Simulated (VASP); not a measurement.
# ZnF2 (P4_2/mnm) in VASP: further runs

ZnF2 is run at these levels: r2SCAN; tasks: single point.

All numbers are computed with VASP 6.6.1; they aren't measurements. Logs are shortened: lines on timing, memory, paths and dates and some standing lists are left out, and cuts for length are marked.

## 1. The cell of the first run

The structure is tetragonal, space group P4_2/mnm (No. 136). The conventional cell has a = 4.680 Å, b = 4.680 Å, c = 3.111 Å, α = 90.00°, β = 90.00°, γ = 90.00°. Zn (site symmetry mmm) has 6 F at 2.00 to 2.03 Å within 2.7 Å. Within 2.7 Å of F (site symmetry m2m) lie 3 Zn at 2.00 to 2.03 Å and 1 F at 2.61 Å.

## 2. Single point, r2SCAN (11.36 Å³/atom)

POSCAR reads:

```
ZnF2
1.0
    4.6798365592      0.0000000000      0.0000000000
    0.0000000000      4.6798365592      0.0000000000
    0.0000000000      0.0000000000      3.1109658092
Zn F
2 4
Direct
    0.0000000000      0.0000000000      0.0000000000
    0.5000000000      0.5000000000      0.5000000000
    0.3027721138      0.3027721138      0.0000000000
    0.1972278862      0.8027721138      0.5000000000
    0.6972278862      0.6972278862      0.0000000000
    0.8027721138      0.1972278862      0.5000000000
```

INCAR.step1 reads:

```
SYSTEM = ZnF2
ALGO = Normal ; EDIFF = 1E-5
ENCUT = 660 ; GGA = PE
GGA_COMPAT = .FALSE. ; ISMEAR = 0
LASPH = .TRUE. ; LCHARG = .FALSE.
LREAL = .FALSE. ; LWAVE = .TRUE.
NBANDS = 35 ; NELM = 120
PREC = Accurate ; SIGMA = 0.01
```

INCAR.step2 reads:

```
SYSTEM = ZnF2
ALGO = Normal ; EDIFF = 1E-6
ENCUT = 660 ; GGA_COMPAT = .FALSE.
ISIF = 2 ; ISMEAR = 0
ISTART = 1 ; LASPH = .TRUE.
LCHARG = .FALSE. ; LMIXTAU = .TRUE.
LREAL = .FALSE. ; LWAVE = .FALSE.
METAGGA = R2SCAN ; NBANDS = 35
NELM = 120 ; PREC = Accurate
SIGMA = 0.01
```

KPOINTS reads:

```
k-points
0
G
  4 4 6
  0 0 0
```

Potentials or basis: VASP PAW PBE potentials, release 64 (Zn, F).

Run with:

```console
> cat potpaw_PBE.64/Zn/POTCAR potpaw_PBE.64/F/POTCAR > POTCAR
> cp INCAR.step1 INCAR
> mpirun -np 1 vasp_std > vasp.out
> cp INCAR.step2 INCAR
> mpirun -np 1 vasp_std > vasp.out
```

OUTCAR:

```text
SYSTEM = ZnF2
   EDIFF = 1E-6
   ENCUT = 660
   ISIF = 2
   ISMEAR = 0
   ISTART = 1
   LASPH = .TRUE.
   LREAL = .FALSE.
   METAGGA = R2SCAN
   NELM = 120
   PREC = Accurate

 ion  position               nearest neighbor table
   1  0.000  0.000  0.000-   3 2.00   5 2.00   4 2.03   6 2.03   4 2.03   6 2.03
   2  0.500  0.500  0.500-   4 2.00   6 2.00   5 2.03   3 2.03   3 2.03   5 2.03
   3  0.303  0.303  0.000-   1 2.00   2 2.03   2 2.03
   4  0.197  0.803  0.500-   2 2.00   1 2.03   1 2.03
   5  0.697  0.697  0.000-   1 2.00   2 2.03   2 2.03
   6  0.803  0.197  0.500-   2 2.00   1 2.03   1 2.03

  LATTYP: Found a simple tetragonal cell.
 ALAT       =     4.6798365592
 C/A-ratio  =     0.6647594996

  Lattice vectors:

 A1 = (   4.6798365592,   0.0000000000,   0.0000000000)
 A2 = (   0.0000000000,   4.6798365592,   0.0000000000)
 A3 = (   0.0000000000,   0.0000000000,   3.1109658092)

Analysis of symmetry for initial positions (statically):
=====================================================================
 Subroutine PRICEL returns:
 Original cell was already a primitive cell.

 Routine SETGRP: Setting up the symmetry group for a
 simple tetragonal supercell.

 Subroutine GETGRP returns: Found 16 space group operations
 (whereof  8 operations were pure point group operations)
 out of a pool of 16 trial point group operations.

The static configuration has the point symmetry D_2h.
 The point group associated with its full space group is D_4h.

Analysis of symmetry for dynamics (positions and initial velocities):
=====================================================================
 Subroutine PRICEL returns:
 Original cell was already a primitive cell.

 Routine SETGRP: Setting up the symmetry group for a
 simple tetragonal supercell.

 Subroutine GETGRP returns: Found 16 space group operations
 (whereof  8 operations were pure point group operations)
 out of a pool of 16 trial point group operations.

The dynamic configuration has the point symmetry D_2h.
 The point group associated with its full space group is D_4h.

 Subroutine INISYM returns: Found 16 space group operations
 (whereof  8 operations are pure point group operations),
 and found     1 'primitive' translations

----------------------------------------------------------------------------------------

                                     Primitive cell

  volume of cell :      68.1329

  direct lattice vectors                    reciprocal lattice vectors
     4.679836559  0.000000000  0.000000000     0.213682676  0.000000000  0.000000000
     0.000000000  4.679836559  0.000000000     0.000000000  0.213682676  0.000000000
     0.000000000  0.000000000  3.110965809     0.000000000  0.000000000  0.321443584

  length of vectors
     4.679836559  4.679836559  3.110965809     0.213682676  0.213682676  0.321443584

  position of ions in fractional coordinates (direct lattice)
     0.000000000  0.000000000  0.000000000
     0.500000000  0.500000000  0.500000000
     0.302772114  0.302772114  0.000000000
     0.197227886  0.802772114  0.500000000
     0.697227886  0.697227886  0.000000000
     0.802772114  0.197227886  0.500000000

  ion indices of the primitive-cell ions
   primitive index   ion index
                 1           1
                 2           2
                 3           3
                 4           4
                 5           5
                 6           6

----------------------------------------------------------------------------------------

 KPOINTS: k-points

Automatic generation of k-mesh.
 Grid dimensions read from file:
 generate k-points for:    4    4    6

 Generating k-lattice:

  Cartesian coordinates                     Fractional coordinates (reciprocal lattice)
     0.053420669  0.000000000  0.000000000     0.250000000  0.000000000  0.000000000
     0.000000000  0.053420669  0.000000000     0.000000000  0.250000000  0.000000000
     0.000000000  0.000000000  0.053573931     0.000000000  0.000000000  0.166666667

  Length of vectors
     0.053420669  0.053420669  0.053573931

  Shift w.r.t. Gamma in fractional coordinates (k-lattice)
     0.000000000  0.000000000  0.000000000

 Subroutine IBZKPT returns following result:
 ===========================================

 Found     24 irreducible k-points:

 Following reciprocal coordinates:
            Coordinates               Weight
  0.000000  0.000000  0.000000      1.000000
  0.250000  0.000000  0.000000      4.000000
  0.500000  0.000000  0.000000      2.000000
  0.250000  0.250000  0.000000      4.000000
  0.500000  0.250000  0.000000      4.000000
  0.500000  0.500000  0.000000      1.000000
[... 16 lines left out ...]
  0.500000  0.250000  0.500000      4.000000
  0.500000  0.500000  0.500000      1.000000
   k-points           NKPTS =     24   k-points in BZ     NKDIM =     24   number of bands    NBANDS=     35
   number of dos      NEDOS =    301   number of ions     NIONS =      6
   total plane-waves  NPLWV =  44800
   dimension x,y,z NGX =    40 NGY =   40 NGZ =   28
   dimension x,y,z NGXF=    80 NGYF=   80 NGZF=   56
   ions per type =               2   4
   NGX,Y,Z   is equivalent  to a cutoff of  14.21, 14.21, 14.96 a.u.
   NGXF,Y,Z  is equivalent  to a cutoff of  28.42, 28.42, 29.93 a.u.
 SYSTEM =  ZnF2
   PREC   = accura    normal or accurate (medium, high low for compatibility)
   ISTART =      1    job   : 0-new  1-cont  2-samecut
   ICHARG =      0    charge: 1-file 2-atom 10-const
   ISPIN  =      1    spin polarized calculation?
   LNONCOLLINEAR =      F non collinear calculations
   LSORBIT =      F    spin-orbit coupling
   LASPH  =      T    aspherical Exc in radial PAW
   ENCUT  =  660.0 eV  48.51 Ry    6.96 a.u.   9.80  9.80  6.52*2*pi/ulx,y,z
   NELM   =    120;   NELMIN=  2; NELMDL=  0     # of ELM steps
   EDIFF  = 0.1E-05   stopping-criterion for ELM
   LREAL  =      F    real-space projection
   EDIFFG = 0.1E-04   stopping-criterion for IOM
   NSW    =      0    number of steps for IOM
   IBRION =     -1    ionic relax: 0-MD 1-quasi-New 2-CG
   NFREE  =      0    steps in history (QN), initial steepest desc. (CG)
   ISIF   =      2    stress and relaxation
   ISYM   =      2    0-nonsym 1-usesym 2-fastsym
   POTIM  = 0.5000    time-step for ionic-motion
   TEBEG  =    0.0;   TEEND  =   0.0 temperature during run
   PSTRESS=    0.0 pullay stress
   NELECT =      52.0000    total number of electrons
   NUPDOWN=      -1.0000    fix difference up-down
   EMIN   =  10.00;   EMAX   =-10.00  energy-range for DOS
   EFERMI =   0.00;   METHOD = LEGACY
   ISMEAR =     0;   SIGMA  =   0.01  broadening in eV -4-tet -1-fermi 0-gaus
   EFERMI_NEDOS =   21; number of points for ismear=-14 and -15
   IALGO  =     38    algorithm
   IMIX   =      4    mixing-type and parameters
     AMIX     =   0.40;   BMIX     =  1.00
     AMIX_MAG =   1.60;   BMIX_MAG =  1.00
  volume/ion in A,a.u.               =      11.36        76.63
  Fermi-wavevector in a.u.,A,eV,Ry     =   1.496088  2.827196 30.453630  2.238279
  Thomas-Fermi vector in A             =   2.608149
   LORBIT       =      0    0 simple, 1 ext, 2 COOP (PROOUT), +10 PAW based schemes
   METAGGA = R2SCAN    functional components
   LHFCALC =     F    Hartree Fock is set to
   AEXX    =    0.0000 exact exchange contribution
   IVDW    =     0    specifies the selected vdW correction
   LEPSILON=     F    determine dielectric tensor
   LRPA    =     F    only Hartree local field effects (RPA)
 non-spin polarized calculation
 Gauss-broadening in eV      SIGMA  =   0.01
  energy-cutoff  :      660.00
  volume of cell :       68.13
 maximum number of plane-waves:      2656
 NGX is ok and might be reduce to    40
   NGX = 19   NGY = 19   NGZ = 13

 number of electron      52.0000023 magnetization

 Free energy of the ion-electron system (eV)
  ---------------------------------------------------
  ext. energy  EPLUGINS =         0.00000000
  ---------------------------------------------------
  free energy    TOTEN  =       -45.67535984 eV

  energy without entropy =      -45.67535984  energy(sigma->0) =      -45.67535984

 E-fermi :  -1.3910     XC(G=0): -11.0577

 val. band max:       -1.4326888527   @ k =   0.0000   0.0000   0.0000
 cond. band min:       2.8011052281   @ k =   0.0000   0.0000   0.0000
 fundamental gap:      4.2337940808
 Fermi energy:        -1.3910061132

 k-point     1 :       0.0000    0.0000    0.0000
  band No.  band energies     occupation
      1     -24.7263      2.00000
      2     -23.9584      2.00000
      3     -23.9584      2.00000
      4     -23.9149      2.00000
      5      -7.9016      2.00000
      6      -7.0286      2.00000
[... 27 lines left out ...]
     34      14.7760      0.00000
     35      14.7760      0.00000

 k-point     2 :       0.2500    0.0000    0.0000
  band No.  band energies     occupation
      1     -24.6327      2.00000
      2     -24.1241      2.00000
      3     -23.9387      2.00000
      4     -23.8739      2.00000
      5      -7.6058      2.00000
      6      -6.9365      2.00000
[... 27 lines left out ...]
     34      15.4551      0.00000
     35      15.5693      0.00000

 k-point     3 :       0.5000    0.0000    0.0000
  band No.  band energies     occupation
      1     -24.3945      2.00000
      2     -24.3945      2.00000
      3     -23.8958      2.00000
      4     -23.8958      2.00000
      5      -7.0000      2.00000
      6      -7.0000      2.00000
[... 27 lines left out ...]
     34      15.0257      0.00000
     35      16.5306      0.00000
[... 723 lines left out ...]
 k-point    23 :       0.5000    0.2500    0.5000
  band No.  band energies     occupation
      1     -24.1186      2.00000
      2     -24.1186      2.00000
      3     -23.9572      2.00000
      4     -23.9572      2.00000
      5      -7.0261      2.00000
      6      -7.0261      2.00000
[... 27 lines left out ...]
     34      13.0385      0.00000
     35      15.6910      0.00000

 k-point    24 :       0.5000    0.5000    0.5000
  band No.  band energies     occupation
      1     -24.1245      2.00000
      2     -24.1245      2.00000
      3     -23.9487      2.00000
      4     -23.9487      2.00000
      5      -7.1824      2.00000
      6      -7.1824      2.00000
[... 27 lines left out ...]
     34      12.0918      0.00000
     35      16.6361      0.00000

------------------------ aborting loop because EDIFF is reached ----------------------------------------

  FORCE on cell =-STRESS in cart. coord.  units (eV):
  Direction    XX          YY          ZZ          XY          YZ          ZX
  --------------------------------------------------------------------------------------
  -------------------------------------------------------------------------------------
  Total        0.8692223      0.8692223      1.1473258      0.0000000      0.0000000      0.0000000
  in kB       20.4401860     20.4401860     26.9799257      0.0000000      0.0000000      0.0000000
  external PRESSURE =      22.6200992 kB  Pullay stress =       0.0000000 kB

 VOLUME and BASIS-vectors are now :
 -----------------------------------------------------------------------------
  energy-cutoff  :      660.00
  volume of cell :       68.13
      direct lattice vectors                 reciprocal lattice vectors
     4.679836559  0.000000000  0.000000000     0.213682676  0.000000000  0.000000000
     0.000000000  4.679836559  0.000000000     0.000000000  0.213682676  0.000000000
     0.000000000  0.000000000  3.110965809     0.000000000  0.000000000  0.321443584

 POSITION                                       TOTAL-FORCE (eV/Angst)
 -----------------------------------------------------------------------------------
      0.00000      0.00000      0.00000         0.000000     -0.000000      0.000000
      2.33992      2.33992      1.55548         0.000000     -0.000000      0.000000
      1.41692      1.41692      0.00000        -0.009546     -0.009546     -0.000000
      0.92299      3.75684      1.55548         0.009546     -0.009546      0.000000
      3.26291      3.26291      0.00000         0.009546      0.009546      0.000000
      3.75684      0.92299      1.55548        -0.009546      0.009546      0.000000
 -----------------------------------------------------------------------------------
    total drift:                                0.000000      0.000000      0.000000

  FREE ENERGIE OF THE ION-ELECTRON SYSTEM (eV)
  ---------------------------------------------------
  free  energy   TOTEN  =       -45.6753598351 eV

  energy  without entropy=      -45.6753598351  energy(sigma->0) =      -45.67535984
```

It took 4.6 min on 1 thread of Oxide Virtual Turin-like, shared host; peak memory 0.2 GiB.

Results:

| Item | Value |
| --- | --- |
| Free energy | -45.6754 eV |
| Pressure | 2.3 GPa |
| Largest force | 0.014 eV/Å |
| Band gap on the k mesh | 4.23 eV |

Forces on the atoms (eV/Å):
```
Zn   0.000  0.000  0.000
Zn   0.000  0.000  0.000
F   -0.010 -0.010  0.000
F    0.010 -0.010  0.000
F    0.010  0.010  0.000
F   -0.010  0.010  0.000
```

Stress tensor (GPa, compression positive):
```
2.04 0.00 0.00
0.00 2.04 0.00
0.00 0.00 2.70
```

Caveat: the PAW data sets were made with another functional, which shifts forces and pressure a little.

## 3. Single point, r2SCAN (11.70 Å³/atom)

This run uses another cell than the first one, of 11.70 Å³/atom.

POSCAR reads:

```
ZnF2
1.0
    4.7268732442      0.0000000000      0.0000000000
    0.0000000000      4.7268732442      0.0000000000
    0.0000000000      0.0000000000      3.1422338924
Zn F
2 4
Direct
    0.0000000000      0.0000000000      0.0000000000
    0.5000000000      0.5000000000      0.5000000000
    0.3036539308      0.3036539308      0.0000000000
    0.1963460692      0.8036539308      0.5000000000
    0.6963460692      0.6963460692      0.0000000000
    0.8036539308      0.1963460692      0.5000000000
```

INCAR.step1 reads:

```
ALGO = Normal
EDIFF = 1E-5
ENCUT = 660
GGA = PE
GGA_COMPAT = F
ISMEAR = 0
LASPH = T
LCHARG = F
LREAL = F
LWAVE = T
NBANDS = 35
NELM = 120
PREC = Accurate
SIGMA = 0.01
```

INCAR.step2 reads:

```
ALGO = Normal
EDIFF = 1E-6
ENCUT = 660
GGA_COMPAT = F
ISIF = 2
ISMEAR = 0
ISTART = 1
LASPH = T
LCHARG = F
LMIXTAU = T
LREAL = F
LWAVE = F
METAGGA = R2SCAN
NBANDS = 35
NELM = 120
PREC = Accurate
SIGMA = 0.01
```

KPOINTS reads:

```
k-points
0
Gamma
  4 4 6
```

Potentials or basis: VASP PAW PBE potentials, release 64 (Zn, F).

Run with:

```console
> cat potpaw_PBE.64/Zn/POTCAR potpaw_PBE.64/F/POTCAR > POTCAR
> cp INCAR.step1 INCAR
> mpirun -np 1 vasp_std > vasp.out
> cp INCAR.step2 INCAR
> mpirun -np 1 vasp_std > vasp.out
```

Run time: 6.2 min. Hardware: 1 thread of Oxide Virtual Turin-like, shared host; peak memory 0.21 GiB.

Results (log left out):

```yaml
Free_energy: -45.6864 eV
Pressure: -1.4 GPa
Largest_force: 0.016 eV/Å
Band_gap_on_the_k_mesh: 4.21 eV
```

Forces in eV/Å, atoms in the order of the input:
```
Zn   0.000  0.000  0.000
Zn   0.000  0.000  0.000
F   -0.011 -0.011  0.000
F    0.011 -0.011  0.000
F    0.011  0.011  0.000
F   -0.011  0.011  0.000
```

Stress tensor (GPa, compression positive):
```
-1.36  0.00  0.00
 0.00 -1.36  0.00
 0.00  0.00 -1.49
```

Levels at points of the mesh, in eV from the valence-band top:
```csv
k point,band 22,band 23,band 24,band 25,band 26,band 27,band 28,band 29,band 30,band 31
"(0.00, 0.00, 0.00)",-1.60,-1.26,-0.34,-0.34,0.00,4.21,10.16,10.43,10.43,14.11
"(0.50, 0.00, 0.00)",-1.64,-0.64,-0.64,-0.42,-0.42,6.81,6.81,11.33,11.33,13.82
"(0.50, 0.50, 0.00)",-1.50,-1.30,-1.30,-0.36,-0.36,7.77,7.77,9.86,9.86,15.48
"(0.00, 0.00, 0.50)",-1.41,-1.27,-1.27,-1.21,-1.21,9.05,9.05,12.77,12.77,14.00
"(0.50, 0.00, 0.50)",-1.86,-1.36,-1.36,-0.05,-0.05,9.61,9.61,11.14,11.14,14.85
"(0.50, 0.50, 0.50)",-1.53,-1.21,-1.21,-0.79,-0.79,8.97,8.97,12.22,12.22,13.17
```

Caveat: the PAW data sets were made with another functional, which shifts forces and pressure a little.

## 4. Single point, r2SCAN

This run uses another cell than the first one, of 11.53 Å³/atom.

POSCAR reads:

```
ZnF2
1.0
    4.7034724983      0.0000000000      0.0000000000
    0.0000000000      4.7034724983      0.0000000000
    0.0000000000      0.0000000000      3.1266780243
Zn F
2 4
Direct
    0.0000000000      0.0000000000      0.0000000000
    0.5000000000      0.5000000000      0.5000000000
    0.3031916068      0.3031916068      0.0000000000
    0.1968083932      0.8031916068      0.5000000000
    0.6968083932      0.6968083932      0.0000000000
    0.8031916068      0.1968083932      0.5000000000
```

INCAR.step1 reads:

```
SYSTEM = ZnF2
ALGO = Normal ; EDIFF = 1E-5
ENCUT = 660 ; GGA = PE
GGA_COMPAT = .False. ; ISMEAR = -1
LASPH = .True. ; LCHARG = .False.
LREAL = .False. ; LWAVE = .True.
NBANDS = 35 ; NELM = 120
PREC = Accurate ; SIGMA = 0.1
```

INCAR.step2 reads:

```
SYSTEM = ZnF2
ALGO = Normal ; EDIFF = 1E-6
ENCUT = 660 ; GGA_COMPAT = .False.
ISIF = 2 ; ISMEAR = -1
ISTART = 1 ; LASPH = .True.
LCHARG = .True. ; LELF = .True.
LMIXTAU = .True. ; LREAL = .False.
LVHAR = .True. ; LWAVE = .False.
METAGGA = R2SCAN ; NBANDS = 35
NELM = 120 ; PREC = Accurate
SIGMA = 0.1
```

KPOINTS reads:

```
k-points
0
Gamma
  6 6 8
  0 0 0
```

Run with:

```console
> cat potpaw_PBE.64/Zn/POTCAR potpaw_PBE.64/F/POTCAR > POTCAR
> cp INCAR.step1 INCAR
> mpirun -np 1 vasp_std > vasp.out
> cp INCAR.step2 INCAR
> mpirun -np 1 vasp_std > vasp.out
```

It took 11 min on 1 thread of Oxide Virtual Turin-like, shared host; peak memory 0.26 GiB.

It converged, with:

| Property | Result |
| --- | --- |
| Free energy | -45.6869 eV |
| Pressure | 0.3 GPa |
| Largest force | 0.015 eV/Å |
| Band gap on the k mesh | 4.22 eV |

Forces in eV/Å, atoms in the order of the input:
```
Zn   0.000  0.000  0.000
Zn   0.000  0.000  0.000
F   -0.010 -0.010  0.000
F    0.010 -0.010  0.000
F    0.010  0.010  0.000
F   -0.010  0.010  0.000
```

Stress tensor (GPa, compression positive):
```
0.25 0.00 0.00
0.00 0.25 0.00
0.00 0.00 0.50
```

Levels at points of the mesh, in eV from the valence-band top:
```
           k point  band 22  band 23  band 24  band 25  band 26  band 27  band 28  band 29  band 30  band 31
(0.00, 0.00, 0.00)    -1.67    -1.35    -0.37    -0.37     0.00     4.22    10.26    10.43    10.43    14.14
(0.50, 0.00, 0.00)    -1.73    -0.67    -0.67    -0.46    -0.46     6.84     6.84    11.35    11.35    13.88
(0.50, 0.50, 0.00)    -1.52    -1.37    -1.37    -0.39    -0.39     7.84     7.84     9.88     9.88    15.56
(0.00, 0.00, 0.50)    -1.47    -1.29    -1.29    -1.25    -1.25     9.12     9.12    12.81    12.81    14.04
(0.50, 0.00, 0.50)    -1.97    -1.43    -1.43    -0.07    -0.07     9.69     9.69    11.16    11.16    14.91
(0.50, 0.50, 0.50)    -1.62    -1.25    -1.25    -0.81    -0.81     9.03     9.03    12.23    12.23    13.21
```

Caveat: the PAW data sets were made with another functional, which shifts forces and pressure a little.

## 5. Overview

```csv
cell,k mesh,smearing,gap on the mesh (eV),pressure (GPa),largest force (eV/Å)
"a = 4.680, b = 4.680, c = 3.111 Å, 6 atoms, atomic positions A",4 × 4 × 6,gaussian 0.01 eV,4.23,2.3,0.01
"a = 4.727, b = 4.727, c = 3.142 Å, 6 atoms, atomic positions B",4 × 4 × 6,gaussian 0.01 eV,4.21,-1.4,0.02
"a = 4.703, b = 4.703, c = 3.127 Å, 6 atoms, atomic positions C",6 × 6 × 8,fermi-dirac 0.1 eV,4.22,0.3,0.01
```

Alike in all rows: task single point; level r2SCAN; potentials or basis VASP PAW PBE potentials, release 64 (Zn, F); no spin polarisation; cutoff (eV) 660.

Caveats: the PAW data sets were made with another functional, which shifts forces and pressure a little.

Absolute energies hang on the potentials; compare differences alone.
